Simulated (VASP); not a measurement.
# SiC in VASP: a series of runs, part 2 of 2

VASP 6.6.1. Earlier steps stand in the parts before.

## (3) Single point, PBE+D3(BJ)

This run uses another cell than the first one.

INCAR reads:

```
  ALGO = Fast
  DIPOL = 0.5 0.5 0.451
  EDIFF = 1E-7
  ENCUT = 520
  GGA = PE
  IDIPOL = 3
  ISIF = 2
  ISMEAR = 0
  IVDW = 12
  LASPH = True
  LCHARG = False
  LDIPOL = True
  LREAL = Auto
  LWAVE = False
  NBANDS = 106
  NELM = 60
  PREC = Accurate
  SIGMA = 0.05
```

KPOINTS reads:

```
k-points
0
Gamma
  3 2 1
```

POSCAR reads:

```
SiC
1.0
    6.1499993395      0.0000000000      0.0000000000
    0.0000000000      8.6974124746      0.0000000000
    0.0000000000      0.0000000000     24.5431993395
Si C
20 20
Direct
    0.2500000000      0.7500000000      0.3259558744
    0.2500000000      0.2500000000      0.3259558744
    0.7500000000      0.7500000000      0.3259558744
    0.7500000000      0.2500000000      0.3259558744
    0.5000000000      0.5000000000      0.3886005122
    0.5000000000      0.0000000000      0.3886005122
    0.0000000000      0.5000000000      0.3886005122
    0.0000000000      0.0000000000      0.3886005122
    0.7500053557      0.2470471457      0.4513088141
    0.7500040009      0.7456591337      0.4504485785
    0.2500040890      0.2456583603      0.4504480627
    0.2500044113      0.7470463712      0.4513088401
    0.0011817541     -0.0016968903      0.5157519828
   -0.0011638179      0.4983058565      0.5157545140
    0.4988355438     -0.0016951508      0.5157528415
    0.5011824195      0.4983048848      0.5157521545
    0.2500143167      0.7353161611      0.5737459810
    0.2500086249      0.2211833410      0.5661017426
    0.7500115054      0.7211815610      0.5661033925
    0.7500125852      0.2353127696      0.5737453788
    0.5000000000      0.1250000000      0.3259558744
    0.5000000000      0.6250000000      0.3259558744
    0.0000000000      0.1250000000      0.3259558744
    0.0000000000      0.6250000000      0.3259558744
    0.7500000000      0.8750000000      0.3886005122
    0.7500000000      0.3750000000      0.3886005122
    0.2500000000      0.8750000000      0.3886005122
    0.2500000000      0.3750000000      0.3886005122
    0.0003445209      0.6222401674      0.4519443690
   -0.0003362804      0.1222392766      0.4519436453
    0.4996640909      0.6222395976      0.4519436616
    0.5003460432      0.1222405519      0.4519438705
    0.2500080044      0.3754925384      0.5143647163
    0.2500099817      0.8731913364      0.5141837977
    0.7500100177      0.3731916574      0.5141846165
    0.7500077450      0.8754907520      0.5143659336
    0.5004833048      0.1227660124      0.5783705989
    0.4995397311      0.6227638922      0.5783707567
   -0.0004612357      0.1227636474      0.5783701427
    0.0004866678      0.6227679792      0.5783721993
```

Potentials or basis: VASP PAW PBE potentials, release 64 (Si, C).

Launch:

```
> cat potpaw_PBE.64/Si/POTCAR potpaw_PBE.64/C/POTCAR > POTCAR
> mpirun -np 1 vasp_std > vasp.out
```

OUTCAR:

```text
EDIFF = 1E-7
   ENCUT = 520
   GGA = PE
   ISIF = 2
   ISMEAR = 0
   IVDW = 12
   LASPH = True
   LREAL = Auto
   NELM = 60
   PREC = Accurate
 IVDW          = 12

 ion  position               nearest neighbor table
   1  0.250  0.750  0.326-  27 1.88  24 1.88  22 1.88   8 3.07   5 3.07   6 3.07   7 3.07   3 3.07
                             3 3.07  12 3.08
   2  0.250  0.250  0.326-  28 1.88  23 1.88  21 1.88  11 3.06   5 3.07   6 3.07   7 3.07   8 3.07
                             4 3.07   4 3.07
   3  0.750  0.750  0.326-  25 1.88  24 1.88  22 1.88  10 3.06   5 3.07   6 3.07   7 3.07   8 3.07
                             1 3.07   1 3.07
   4  0.750  0.250  0.326-  26 1.88  23 1.88  21 1.88   8 3.07   5 3.07   6 3.07   7 3.07   2 3.07
                             2 3.07   9 3.08
   5  0.500  0.500  0.389-  22 1.88  26 1.88  28 1.88  31 1.88  10 3.04  12 3.06   3 3.07   4 3.07
                             1 3.07   2 3.07   7 3.07   7 3.07  11 3.09   9 3.09  16 3.12
   6  0.500  0.000  0.389-  21 1.88  25 1.88  27 1.88  32 1.88  11 3.04   9 3.06   3 3.07   4 3.07
                             1 3.07   2 3.07   8 3.07   8 3.07  10 3.09  12 3.09  15 3.12
   7  0.000  0.500  0.389-  24 1.88  26 1.88  28 1.88  29 1.88  10 3.04  12 3.06   3 3.07   4 3.07
                             1 3.07   2 3.07   5 3.07   5 3.07  11 3.09   9 3.09  14 3.12
   8  0.000  0.000  0.389-  23 1.88  25 1.88  27 1.88  30 1.88  11 3.04   9 3.06   3 3.07   4 3.07
                             1 3.07   2 3.07   6 3.07   6 3.07  10 3.09  12 3.09  13 3.12
   9  0.750  0.247  0.451-  32 1.88  30 1.88  35 1.89  26 1.90  20 3.01   8 3.06   6 3.06  11 3.08
[... 29 lines left out ...]
  27  0.250  0.875  0.389-   1 1.88   6 1.88   8 1.88  12 1.90
  28  0.250  0.375  0.389-   2 1.88   5 1.88   7 1.88  11 1.89
  29  0.000  0.622  0.452-  10 1.88  12 1.88   7 1.88  14 1.90
  30  1.000  0.122  0.452-  11 1.88   9 1.88   8 1.88  13 1.90
  31  0.500  0.622  0.452-  10 1.88  12 1.88   5 1.88  16 1.90
  32  0.500  0.122  0.452-  11 1.88   9 1.88   6 1.88  15 1.90
  33  0.250  0.375  0.514-  18 1.85  14 1.88  16 1.88  11 1.93
  34  0.250  0.873  0.514-  15 1.88  13 1.88  17 1.89  12 1.89
  35  0.750  0.373  0.514-  14 1.88  16 1.88  20 1.89   9 1.89
  36  0.750  0.875  0.514-  19 1.85  15 1.88  13 1.88  10 1.93
  37  0.500  0.123  0.578-  18 1.79  20 1.82  15 1.88
  38  0.500  0.623  0.578-  19 1.79  17 1.82  16 1.88
  39  1.000  0.123  0.578-  18 1.79  20 1.82  13 1.88
  40  0.000  0.623  0.578-  19 1.79  17 1.82  14 1.88

  LATTYP: Found a simple orthorhombic cell.
 ALAT       =     6.1499993395
[... 219 lines left out ...]

 Free energy of the ion-electron system (eV)
  ---------------------------------------------------
  ext. energy  EPLUGINS =         0.00000000
  ---------------------------------------------------
  free energy    TOTEN  =      -278.27765287 eV

  energy without entropy =     -278.25865874  energy(sigma->0) =     -278.26815580

 E-fermi :  -0.6786     XC(G=0):  -4.3379

 val. band max:       -0.6795434229   @ k =   0.0000   0.0000   0.0000
 cond. band min:      -0.6489926265   @ k =   0.0000   0.0000   0.0000
 fundamental gap:      0.0305507963
 Fermi energy:        -0.6785640439

 k-point     1 :       0.0000    0.0000    0.0000
  band No.  band energies     occupation
      1     -16.5289      2.00000
      2     -15.2688      2.00000
      3     -15.0321      2.00000
      4     -14.8935      2.00000
      5     -14.0289      2.00000
      6     -13.7492      2.00000
[... 369 lines left out ...]
     91       2.8220      0.00000
     92       2.8221      0.00000
 [bands above 92 left out]

------------------------ aborting loop because EDIFF is reached ----------------------------------------

 vacuum level on the upper side and lower side of the slab       (xc-potential included)         0.039        -0.136

 Edisp (eV)   -9.20447

 E8    (eV) :    -3.5841

  FORCE on cell =-STRESS in cart. coord.  units (eV):
  Direction    XX          YY          ZZ          XY          YZ          ZX
  --------------------------------------------------------------------------------------
  -------------------------------------------------------------------------------------
  Total      -4.56413   -17.06776   -10.82726     0.00093     5.58463    -0.00229
  in kB      -5.57022   -20.83008   -13.21395     0.00113     6.81567    -0.00279
  external pressure =      -13.20 kB  Pullay stress =        0.00 kB

 VOLUME and BASIS-vectors are now :
 -----------------------------------------------------------------------------
  energy-cutoff  :      520.00
  volume of cell :     1312.79
      direct lattice vectors                 reciprocal lattice vectors
     6.149999339  0.000000000  0.000000000     0.162601643  0.000000000  0.000000000
     0.000000000  8.697412475  0.000000000     0.000000000  0.114976725  0.000000000
     0.000000000  0.000000000 24.543199339     0.000000000  0.000000000  0.040744484

 POSITION                                       TOTAL-FORCE (eV/Angst)
 -----------------------------------------------------------------------------------
      1.53750      6.52306      8.00000         0.000036     -2.830719      1.648990
      1.53750      2.17435      8.00000         0.000024     -2.841351      1.614399
      4.61250      6.52306      8.00000         0.000024     -2.841351      1.614399
      4.61250      2.17435      8.00000         0.000036     -2.830719      1.648990
      3.07500      4.34871      9.53750        -0.018565      0.308113     -0.784223
      3.07500      0.00000      9.53750         0.018745      0.308206     -0.784043
[... 32 lines left out ...]
      6.14716      1.06773     14.19505        -0.257918      0.525161     -0.115460
      0.00299      5.41647     14.19510         0.258027      0.525165     -0.115518
 -----------------------------------------------------------------------------------
    total drift:                               -0.000116     -0.047265      0.031040

  FREE ENERGIE OF THE ION-ELECTRON SYSTEM (eV)
  ---------------------------------------------------
  free  energy   TOTEN  =      -287.4821215813 eV

  energy  without entropy=     -287.4631274569  energy(sigma->0) =     -287.47262452

 vacuum level on the upper side and lower side of the slab         4.440         4.260
```

Wall time 44 min (1 thread of Oxide Virtual Turin-like, shared host); peak memory 1.3 GiB.

What came out:

```
Free energy                : -287.4821 eV
Largest force              : 3.276 eV/Å
Band gap on the k mesh     : 0.02 eV
Dispersion energy per atom : -0.230 eV
```

Forces in eV/Å, atoms in the order of the input:
```
Si   0.000 -2.831  1.649
Si   0.000 -2.841  1.614
Si   0.000 -2.841  1.614
Si   0.000 -2.831  1.649
Si  -0.019  0.308 -0.784
Si   0.019  0.308 -0.784
Si   0.019  0.308 -0.784
Si  -0.019  0.308 -0.784
Si   0.000 -0.353 -0.106
Si   0.000  0.079  0.116
Si   0.000  0.079  0.116
Si   0.000 -0.353 -0.106
Si  -0.404  0.105  0.424
Si   0.404  0.105  0.424
Si   0.404  0.105  0.424
Si  -0.404  0.105  0.424
Si   0.000 -1.504 -1.400
Si   0.000 -0.070  0.378
Si   0.000 -0.070  0.378
Si   0.000 -1.504 -1.400
C   -0.002  1.830 -0.523
C    0.002  1.830 -0.523
C    0.002  1.830 -0.523
C   -0.002  1.830 -0.523
C    0.000  0.728 -0.361
C    0.000  0.710 -0.208
C    0.000  0.710 -0.208
C    0.000  0.728 -0.361
C   -0.026  0.012 -0.070
C    0.025  0.012 -0.071
C    0.025  0.012 -0.071
C   -0.026  0.012 -0.070
C    0.000 -0.007 -0.161
C    0.000  0.528  0.618
C    0.000  0.528  0.618
C    0.000 -0.007 -0.161
C    0.258  0.525 -0.116
C   -0.258  0.525 -0.115
C   -0.258  0.525 -0.115
C    0.258  0.525 -0.116
```

Levels at points of the mesh, in eV from the valence-band top:
```
           k point  band 78  band 79  band 80  band 81  band 82  band 83
(0.00, 0.00, 0.00)    -0.49    -0.13     0.00     0.02     0.05     0.29
(0.00, 0.50, 0.00)    -0.38     0.00     0.00     0.19     0.19     0.66
```

Caveat: the smearing spreads over this small gap; semilocal functionals underestimate gaps, and a narrow one can read as zero.

The gap in the log of VASP goes by the Fermi energy; the results here count the filled bands.